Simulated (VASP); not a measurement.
# K4Zn3BiF12 (a cell with a defect) in VASP: single point with PBEsol

Aim: the single point of K4Zn3BiF12 (a cell with a defect) with PBEsol.

Program: VASP 6.6.1. These are calculated values, not measurements. Logs are shortened: lines on timing, memory, paths and dates and some standing lists are left out, and cuts for length are marked.

### Step 1. The cell of the first run

The cell holds a defect, 40 atoms: a = 8.105 Å, b = 8.105 Å, c = 8.105 Å, α = 90.00°, β = 90.00°, γ = 90.00°.

### Step 2. Single point, PBEsol

Contents of INCAR:

```
  PREC = Accurate
  ENCUT = 520
  EDIFF = 1E-7
  ISMEAR = -1
  SIGMA = 0.05
  LREAL = Auto
  LASPH = T
  NELM = 100
  ALGO = Normal
  ISIF = 2
  LWAVE = F
  LCHARG = T
  GGA = PS
  LELF = T
  LVHAR = T
  NBANDS = 197
  ISYM = 0
```

Contents of KPOINTS:

```
Automatic mesh
0
Gamma
  1 1 1
  0.25 0.25 0.25
```

Contents of POSCAR:

```
K4Zn3BiF12
1.0
    8.1045260000      0.0000000000      0.0000000000
    0.0000000000      8.1045260000      0.0000000000
    0.0000000000      0.0000000000      8.1045260000
K Bi Zn F
8 2 6 24
Direct
    0.9649550000      0.9643580000      0.9672270000
    0.9997930000      0.0075680000      0.5224040000
    0.0109740000      0.5205150000      0.9970570000
    0.0225910000      0.5114650000      0.4972200000
    0.5206060000      0.0007440000      0.0087860000
    0.5002740000      0.0213820000      0.5085730000
    0.5089940000      0.4987460000      0.0241700000
    0.4643330000      0.4653200000      0.4674780000
    0.2112430000      0.2124830000      0.2133120000
    0.7127650000      0.7118540000      0.7140570000
    0.2522190000      0.2486350000      0.7466600000
    0.2495710000      0.7477220000      0.2519420000
    0.2475720000      0.7492790000      0.7526310000
    0.7465360000      0.2524300000      0.2495730000
    0.7531650000      0.2455620000      0.7494170000
    0.7490940000      0.7522490000      0.2464770000
    0.3330980000      0.2532270000      0.9728630000
    0.2116620000      0.2565410000      0.5088040000
    0.2114490000      0.7819970000      0.0074340000
    0.2843310000      0.7134810000      0.5084530000
    0.7350650000      0.2706310000      0.9984100000
    0.7695160000      0.2316930000      0.4984320000
    0.7589430000      0.7100350000      0.0081170000
    0.7503420000      0.8335950000      0.4731640000
    0.9714050000      0.3366740000      0.2500690000
    0.0079560000      0.2101350000      0.7841330000
    0.9984630000      0.7375950000      0.2689770000
    0.0084180000      0.7574080000      0.7144630000
    0.5081120000      0.2150040000      0.2568280000
    0.5084470000      0.2812830000      0.7126360000
    0.4986240000      0.7695680000      0.2328230000
    0.4729110000      0.7494280000      0.8378270000
    0.2526180000      0.9727760000      0.3359790000
    0.2713070000      0.9982770000      0.7353700000
    0.2559800000      0.5093940000      0.2153820000
    0.2349880000      0.4981970000      0.7665490000
    0.7799050000      0.0073550000      0.2114060000
    0.7135510000      0.0067480000      0.7587640000
    0.7116190000      0.5086450000      0.2864560000
    0.8366040000      0.4712780000      0.7470060000
```

Potentials or basis: VASP PAW PBE potentials, release 64 (K_sv, Bi_d, Zn, F).

Started as:

```
> cat potpaw_PBE.64/K_sv/POTCAR potpaw_PBE.64/Bi_d/POTCAR potpaw_PBE.64/Zn/POTCAR potpaw_PBE.64/F/POTCAR > POTCAR
> mpirun -np 1 vasp_std > vasp.out
```

OUTCAR:

```text
PREC = Accurate
   ENCUT = 520
   EDIFF = 1E-7
   ISMEAR = -1
   LREAL = Auto
   LASPH = T
   NELM = 100
   ISIF = 2
   GGA = PS
   ISYM = 0

 ion  position               nearest neighbor table
   1  0.965  0.964  0.967-  19 2.51  37 2.51  26 2.51  38 2.67  28 2.67  23 2.67  16 3.34  15 3.36
                            13 3.36   9 3.46  10 3.55   3 3.62   5 3.63   2 3.63
   2  1.000  0.008  0.522-  24 2.50  28 2.56  33 2.56  22 2.61  18 2.65  26 2.68  34 2.80  15 3.33
                            11 3.36   9 3.46   1 3.63  10 3.68
   3  0.011  0.521  0.997-  40 2.50  25 2.55  23 2.56  36 2.61  35 2.66  19 2.67  27 2.82  13 3.32
                            12 3.38   9 3.46   1 3.62  10 3.68
   4  0.023  0.511  0.497-  25 2.49  40 2.54  18 2.57  27 2.61  28 2.66  20 2.68  36 2.78  12 3.32
                            13 3.37  10 3.47   8 3.61   9 3.67
   5  0.521  0.001  0.009-  32 2.49  38 2.56  17 2.57  31 2.62  29 2.66  37 2.67  21 2.80  16 3.35
                            14 3.36   9 3.46   1 3.63  10 3.69
   6  0.500  0.021  0.509-  33 2.48  24 2.55  29 2.57  34 2.62  38 2.67  30 2.68  22 2.77  11 3.34
                            15 3.36  10 3.47   8 3.63   9 3.69
   7  0.509  0.499  0.024-  17 2.48  32 2.55  35 2.57  21 2.61  23 2.66  39 2.69  31 2.77  14 3.32
                            16 3.35  10 3.47   8 3.62   9 3.68
   8  0.464  0.465  0.467-  20 2.51  39 2.51  30 2.51  35 2.67  29 2.68  18 2.68  11 3.34  12 3.36
                            14 3.37  10 3.47   9 3.56   4 3.61   7 3.62   6 3.63
   9  0.211  0.212  0.213-  33 2.21  25 2.21  17 2.21  18 2.42  29 2.43  35 2.43   3 3.46   2 3.46
                             5 3.46   1 3.46   8 3.56   4 3.67   7 3.68   6 3.69
  10  0.713  0.712  0.714-  32 2.21  24 2.21  40 2.21  23 2.41  38 2.42  28 2.42   7 3.47   4 3.47
                             6 3.47   8 3.47   1 3.55   3 3.68   2 3.68   5 3.69
  11  0.252  0.249  0.747-  17 1.95  18 1.96  26 2.03  36 2.03  34 2.04  30 2.11   6 3.34   8 3.34
                             2 3.36
[... 17 lines left out ...]
  24  0.750  0.834  0.473-  16 1.95  10 2.21   2 2.50   6 2.55
  25  0.971  0.337  0.250-  14 1.95   9 2.21   4 2.49   3 2.55
  26  0.008  0.210  0.784-  11 2.03  15 2.10   1 2.51   2 2.68
  27  0.998  0.738  0.269-  16 2.03  12 2.04   4 2.61   3 2.82
  28  0.008  0.757  0.714-  13 1.96  10 2.42   2 2.56   4 2.66   1 2.67
  29  0.508  0.215  0.257-  14 1.96   9 2.43   6 2.57   5 2.66   8 2.68
  30  0.508  0.281  0.713-  15 2.03  11 2.11   8 2.51   6 2.68
  31  0.499  0.770  0.233-  12 2.03  16 2.04   5 2.62   7 2.77
  32  0.473  0.749  0.838-  13 1.95  10 2.21   5 2.49   7 2.55
  33  0.253  0.973  0.336-  12 1.95   9 2.21   6 2.48   2 2.56
  34  0.271  0.998  0.735-  13 2.03  11 2.04   6 2.62   2 2.80
  35  0.256  0.509  0.215-  12 1.95   9 2.43   7 2.57   3 2.66   8 2.67
  36  0.235  0.498  0.767-  11 2.03  13 2.04   3 2.61   4 2.78
  37  0.780  0.007  0.211-  14 2.03  16 2.10   1 2.51   5 2.67
  38  0.714  0.007  0.759-  15 1.96  10 2.42   5 2.56   6 2.67   1 2.67
  39  0.712  0.509  0.286-  16 2.02  14 2.12   8 2.51   7 2.69
  40  0.837  0.471  0.747-  15 1.95  10 2.21   3 2.50   4 2.54

IMPORTANT INFORMATION: All symmetrisations will be switched off!
NOSYMM: (Re-)initialisation of all symmetry stuff for point group C_1.

----------------------------------------------------------------------------------------

                                     Primitive cell

  volume of cell :     532.3324

  direct lattice vectors                    reciprocal lattice vectors
     8.104526000  0.000000000  0.000000000     0.123387845  0.000000000  0.000000000
     0.000000000  8.104526000  0.000000000     0.000000000  0.123387845  0.000000000
     0.000000000  0.000000000  8.104526000     0.000000000  0.000000000  0.123387845

  length of vectors
     8.104526000  8.104526000  8.104526000     0.123387845  0.123387845  0.123387845

  position of ions in fractional coordinates (direct lattice)
     0.964955000  0.964358000  0.967227000
     0.999793000  0.007568000  0.522404000
     0.010974000  0.520515000  0.997057000
     0.022591000  0.511465000  0.497220000
     0.520606000  0.000744000  0.008786000
     0.500274000  0.021382000  0.508573000
[... 32 lines left out ...]
     0.711619000  0.508645000  0.286456000
     0.836604000  0.471278000  0.747006000

  ion indices of the primitive-cell ions
   primitive index   ion index
                 1           1
                 2           2
                 3           3
                 4           4
                 5           5
                 6           6
[... 32 lines left out ...]
                39          39
                40          40

----------------------------------------------------------------------------------------

 KPOINTS: Automatic mesh

Automatic generation of k-mesh.
 Grid dimensions read from file:
 generate k-points for:    1    1    1

 Generating k-lattice:

  Cartesian coordinates                     Fractional coordinates (reciprocal lattice)
     0.123387845  0.000000000  0.000000000     1.000000000  0.000000000  0.000000000
     0.000000000  0.123387845  0.000000000     0.000000000  1.000000000  0.000000000
     0.000000000  0.000000000  0.123387845     0.000000000  0.000000000  1.000000000

  Length of vectors
     0.123387845  0.123387845  0.123387845

  Shift w.r.t. Gamma in fractional coordinates (k-lattice)
     0.250000000  0.250000000  0.250000000

 Subroutine IBZKPT returns following result:
 ===========================================

 Found      4 irreducible k-points:

 Following reciprocal coordinates:
            Coordinates               Weight
  0.250000  0.250000  0.250000      2.000000
 -0.250000  0.250000  0.250000      2.000000
 -0.250000 -0.250000  0.250000      2.000000
  0.250000 -0.250000  0.250000      2.000000
   k-points           NKPTS =      4   k-points in BZ     NKDIM =      4   number of bands    NBANDS=    197
   number of dos      NEDOS =    301   number of ions     NIONS =     40
   total plane-waves  NPLWV = 216000
   dimension x,y,z NGX =    60 NGY =   60 NGZ =   60
   dimension x,y,z NGXF=   120 NGYF=  120 NGZF=  120
   ions per type =               8   2   6  24
   NGX,Y,Z   is equivalent  to a cutoff of  12.31, 12.31, 12.31 a.u.
   NGXF,Y,Z  is equivalent  to a cutoff of  24.62, 24.62, 24.62 a.u.
 SYSTEM =  unknown system
   PREC   = accura    normal or accurate (medium, high low for compatibility)
   ISTART =      0    job   : 0-new  1-cont  2-samecut
   ICHARG =      2    charge: 1-file 2-atom 10-const
   ISPIN  =      1    spin polarized calculation?
   LNONCOLLINEAR =      F non collinear calculations
   LSORBIT =      F    spin-orbit coupling
   LASPH  =      T    aspherical Exc in radial PAW
   ENCUT  =  520.0 eV  38.22 Ry    6.18 a.u.  15.07 15.07 15.07*2*pi/ulx,y,z
   NELM   =    100;   NELMIN=  2; NELMDL= -5     # of ELM steps
   EDIFF  = 0.1E-06   stopping-criterion for ELM
   LREAL  =      T    real-space projection
   EDIFFG = 0.1E-05   stopping-criterion for IOM
   NSW    =      0    number of steps for IOM
   IBRION =     -1    ionic relax: 0-MD 1-quasi-New 2-CG
   NFREE  =      0    steps in history (QN), initial steepest desc. (CG)
   ISIF   =      2    stress and relaxation
   ISYM   =      0    0-nonsym 1-usesym 2-fastsym
   POTIM  = 0.5000    time-step for ionic-motion
   TEBEG  =    0.0;   TEEND  =   0.0 temperature during run
   PSTRESS=    0.0 pullay stress
   NELECT =     342.0000    total number of electrons
   NUPDOWN=      -1.0000    fix difference up-down
   EMIN   =  10.00;   EMAX   =-10.00  energy-range for DOS
   EFERMI =   0.00;   METHOD = LEGACY
   ISMEAR =    -1;   SIGMA  =   0.05  broadening in eV -4-tet -1-fermi 0-gaus
   EFERMI_NEDOS =   21; number of points for ismear=-14 and -15
   IALGO  =     38    algorithm
   IMIX   =      4    mixing-type and parameters
     AMIX     =   0.40;   BMIX     =  1.00
     AMIX_MAG =   1.60;   BMIX_MAG =  1.00
  volume/ion in A,a.u.               =      13.31        89.81
  Fermi-wavevector in a.u.,A,eV,Ry     =   1.412611  2.669448 27.150015  1.995470
  Thomas-Fermi vector in A             =   2.534342
   LORBIT       =      0    0 simple, 1 ext, 2 COOP (PROOUT), +10 PAW based schemes
   GGA     = PS    functional components
   LHFCALC =     F    Hartree Fock is set to
   AEXX    =    0.0000 exact exchange contribution
   IVDW    =     0    specifies the selected vdW correction
   LEPSILON=     F    determine dielectric tensor
   LRPA    =     F    only Hartree local field effects (RPA)
 non-spin polarized calculation
  energy-cutoff  :      520.00
  volume of cell :      532.33
 maximum number of plane-waves:     14330
   NGX = 31   NGY = 31   NGZ = 31

 number of electron     341.9999964 magnetization

 Free energy of the ion-electron system (eV)
  ---------------------------------------------------
  ext. energy  EPLUGINS =         0.00000000
  ---------------------------------------------------
  free energy    TOTEN  =      -168.29449430 eV

  energy without entropy =     -168.22091846  energy(sigma->0) =     -168.25770638

 E-fermi :   3.8792     XC(G=0): -10.3752

 val. band max:        3.7994866300   @ k =  -0.2500  -0.2500   0.2500
 cond. band min:       3.9605481052   @ k =  -0.2500  -0.2500   0.2500
 fundamental gap:      0.1610614752
 Fermi energy:         3.8791741843

 k-point     1 :       0.2500    0.2500    0.2500
  band No.  band energies     occupation
      1     -26.5756      2.00000
      2     -26.5592      2.00000
      3     -26.5573      2.00000
      4     -26.5330      2.00000
      5     -26.5312      2.00000
      6     -26.5294      2.00000
[... 733 lines left out ...]
    182       7.8761      0.00000
    183       8.8986      0.00000
 [bands above 183 left out]

------------------------ aborting loop because EDIFF is reached ----------------------------------------

  FORCE on cell =-STRESS in cart. coord.  units (eV):
  Direction    XX          YY          ZZ          XY          YZ          ZX
  --------------------------------------------------------------------------------------
  -------------------------------------------------------------------------------------
  Total       26.5167842     26.5943815     26.4130378     -5.4759986     -5.5487974     -5.5126969
  in kB       79.8083950     80.0419420     79.4961462    -16.4812842    -16.7003892    -16.5917363
  external PRESSURE =      79.7821611 kB  Pullay stress =       0.0000000 kB

 VOLUME and BASIS-vectors are now :
 -----------------------------------------------------------------------------
  energy-cutoff  :      520.00
  volume of cell :      532.33
      direct lattice vectors                 reciprocal lattice vectors
     8.104526000  0.000000000  0.000000000     0.123387845  0.000000000  0.000000000
     0.000000000  8.104526000  0.000000000     0.000000000  0.123387845  0.000000000
     0.000000000  0.000000000  8.104526000     0.000000000  0.000000000  0.123387845

 POSITION                                       TOTAL-FORCE (eV/Angst)
 -----------------------------------------------------------------------------------
      7.82050      7.81566      7.83892        -0.000033     -0.007701     -0.003122
      8.10285      0.06134      4.23384        -0.001037      0.004985     -0.028400
      0.08894      4.21853      8.08067        -0.003312     -0.026369     -0.001528
      0.18309      4.14518      4.02973        -0.005165     -0.012535     -0.001806
      4.21926      0.00603      0.07121        -0.041078      0.007977     -0.004727
      4.05448      0.17329      4.12174         0.011616     -0.002250      0.007362
[... 32 lines left out ...]
      5.76733      4.12233      2.32159         0.007187     -0.009225      0.001349
      6.78028      3.81948      6.05413         0.021762     -0.005828      0.005050
 -----------------------------------------------------------------------------------
    total drift:                               -0.005130      0.006879      0.040017

  FREE ENERGIE OF THE ION-ELECTRON SYSTEM (eV)
  ---------------------------------------------------
  free  energy   TOTEN  =      -168.2944943004 eV

  energy  without entropy=     -168.2209184632  energy(sigma->0) =     -168.25770638
```

Wall time 34 min (1 thread of AMD EPYC 7R13, shared host); peak memory 0.63 GiB.

Results:

| Quantity | Value |
| --- | --- |
| Free energy | -168.2945 eV |
| Pressure | 8.0 GPa |
| Largest force | 0.070 eV/Å |
| Band gap on the k mesh | 0.16 eV |

Forces on the atoms (eV/Å):
```
K    0.000 -0.008 -0.003
K   -0.001  0.005 -0.028
K   -0.003 -0.026 -0.002
K   -0.005 -0.013 -0.002
K   -0.041  0.008 -0.005
K    0.012 -0.002  0.007
K   -0.001  0.004  0.000
K   -0.015 -0.020 -0.012
Bi   0.004  0.003  0.005
Bi  -0.002 -0.010  0.006
Zn  -0.001 -0.005 -0.018
Zn  -0.003 -0.016  0.000
Zn  -0.016 -0.005 -0.002
Zn  -0.024  0.005  0.002
Zn  -0.007 -0.012 -0.013
Zn  -0.013 -0.008 -0.013
F    0.009 -0.017 -0.007
F   -0.036 -0.006  0.043
F    0.006  0.008 -0.006
F    0.001  0.010 -0.011
F    0.005  0.007  0.007
F    0.016  0.007  0.013
F   -0.017 -0.023  0.055
F    0.007  0.014 -0.015
F   -0.004  0.019 -0.010
F   -0.005  0.001  0.008
F    0.010  0.006  0.005
F    0.063 -0.013 -0.028
F    0.046 -0.032 -0.001
F   -0.004  0.001  0.009
F    0.017  0.013  0.005
F   -0.012  0.008  0.014
F   -0.014 -0.010  0.013
F    0.010  0.008  0.005
F    0.000  0.051 -0.034
F    0.011  0.011  0.014
F    0.012 -0.003  0.010
F   -0.030  0.053 -0.019
F    0.007 -0.009  0.001
F    0.022 -0.006  0.005
```

Stress tensor (GPa, compression positive):
```
 7.98 -1.65 -1.66
-1.65  8.00 -1.67
-1.66 -1.67  7.95
```

Caveat: the PAW data sets were made with another functional, which shifts forces and pressure a little; spin-orbit coupling is left out, which moves the levels of the heavy elements.
